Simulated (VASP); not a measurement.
Write the native input for VASP 6.6.1 that does the following.

| Property | Result |
| --- | --- |
| Task | single point |
| Functional | PBE |
| Potentials or basis | VASP PAW PBE potentials, release 64 (Sn_d, Te) |
| Cutoff | 520 eV |
| k mesh | 18 × 18 × 10 |
| Occupations | gaussian, width 0.1 eV |
| Spin | no spin polarisation |
| Dipole correction | no |
| Further INCAR settings | ALGO = Normal; EDIFF = 1e-06; NBANDS = 17 |

The structure of SnTe lies in POSCAR:

```
SnTe
1.0
    3.1463487522      0.0000000000      0.0000000000
    0.0000000000      3.1463487522      0.0000000000
    0.0000000000      0.0000000000      6.3539554939
Sn Te
1 1
Direct
    0.0000000000      0.0000000000      0.5000000000
    0.0000000000      0.0000000000      0.0000000000
```

The cell was generated, and may not be a known phase.

These files were run (other wordings do the same):

INCAR

```
PREC = Accurate ; ENCUT = 520
EDIFF = 1E-6 ; ISMEAR = 0
SIGMA = 0.1 ; LREAL = F
LASPH = T ; NELM = 80
ALGO = Normal ; ISIF = 2
LWAVE = F ; LCHARG = T
GGA = PE ; LELF = T
LVHAR = T ; NBANDS = 17
```

KPOINTS

```
regular mesh
0
Gamma
  18 18 10
```

Potentials or basis: VASP PAW PBE potentials, release 64 (Sn_d, Te).

Run with:

```sh
$ cat potpaw_PBE.64/Sn_d/POTCAR potpaw_PBE.64/Te/POTCAR > POTCAR
$ mpirun -np 1 vasp_std > vasp.out
```

Results of the run:

| Item | Value |
| --- | --- |
| Pressure | 0.0 GPa |
| Band gap on the k mesh | zero (bands 10 and 11 overlap by 3.82 eV) |

Caveat: spin-orbit coupling is left out, which moves the levels of the heavy elements.

Run time: 110 s on 1 thread of Intel(R) Xeon(R) Platinum 8488C (Sapphire Rapids) (shared host), peak memory 0.45 GiB.
